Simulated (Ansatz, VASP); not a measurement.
# Two plane-wave programs on Ga3Se

```
CELL_PARAMETERS angstrom
4.22492 0.00000 0.00000
0.00000 4.64741 0.00000
0.00000 0.00000 4.22492
ATOMIC_POSITIONS crystal
Ga 0.00000 0.50000 0.50000
Ga 0.50000 0.00000 0.50000
Ga 0.50000 0.50000 0.00000
Se 0.00000 0.00000 0.00000
```

Change from the starting cell: strain +0.1000 x Voigt [0, 1, 0, 0, 0, 0], atoms carried along.

Alike in both runs: task single point; functional PBEsol; dispersion D3(BJ); k mesh 12 × 12 × 12; occupations gaussian, width 0.15 eV; no spin polarisation.

|  | VASP | Ansatz |
| --- | --- | --- |
| version | VASP 6.6.1 | Ansatz 0.2.0 |
| potentials or method | VASP PAW PBE potentials, release 64 (Ga_d, Se), cutoff 520 eV | scalar-relativistic, plane waves, PAW |
| valence electrons in the cell | 45 | 55 |

VASP gave:

| Item | Value |
| --- | --- |
| gap on the k mesh at the Fermi level (eV) | none |
| pressure (GPa) | -4.3 |
| traceless stress, the component that is largest in VASP (GPa) | -0.39 |

**Question.** What did Ansatz give for the same quantities?

**Answer.** gap on the k mesh at the Fermi level (eV): none; pressure (GPa): -4.4; traceless stress, the component that is largest in VASP (GPa): -0.38.

VASP's potentials were made for PBE, not for PBEsol. A gap of «none» marks a metal or a gap that the smearing closes. VASP's potentials hold 45 valence electrons a cell and Ansatz's 55, so a difference there can come from the potentials and not from the codes.
